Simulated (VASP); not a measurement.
Set up this calculation in VASP 6.6.1, as the native input.

```
Task                   : single point
Functional             : BLYP
Potentials or basis    : VASP PAW PBE potentials, release 64 (Ge_d)
Cutoff                 : 520 eV
k mesh                 : 18 × 18 × 18
Occupations            : fermi-dirac, width 0.1 eV
Spin                   : no spin polarisation
Dipole correction      : no
Further INCAR settings : ALGO = Normal; EDIFF = 1e-06; NBANDS = 13
```

The structure of Ge lies in POSCAR:

```
Ge
1.0
    2.7974411088      0.0000000000      0.0000000000
    0.0000000000      2.7974411088      0.0000000000
    0.0000000000      0.0000000000      2.7974411088
Ge
1
Direct
    0.0000000000      0.0000000000      0.0000000000
```

One way to write it, as run:

INCAR

```
PREC = Accurate
ENCUT = 520
EDIFF = 1E-6
ISMEAR = -1
SIGMA = 0.1
LREAL = F
LASPH = T
NELM = 80
ALGO = Normal
ISIF = 2
LWAVE = F
LCHARG = F
GGA = B5
ALDAX = 1.0
AGGAX = 1.0
AGGAC = 1.0
ALDAC = 0.0
NBANDS = 13
```

KPOINTS

```
Automatic mesh
0
Gamma
  18 18 18
```

Potentials or basis: VASP PAW PBE potentials, release 64 (Ge_d).

The run is started by

```sh
$ cat potpaw_PBE.64/Ge_d/POTCAR > POTCAR
$ mpirun -np 1 vasp_std > vasp.out
```

Results of the run:

```
Pressure               : -0.1 GPa
Band gap on the k mesh : zero (band 7 reaches 11.40 eV, above the bottom of band 8 at 3.21 eV)
```

Caveat: the PAW data sets were made with another functional, which shifts forces and pressure a little.

Run time: 25 s on 1 thread of Intel(R) Xeon(R) Platinum 8375C CPU @ 2.90GHz (Ice Lake) (shared host), peak memory 0.18 GiB.
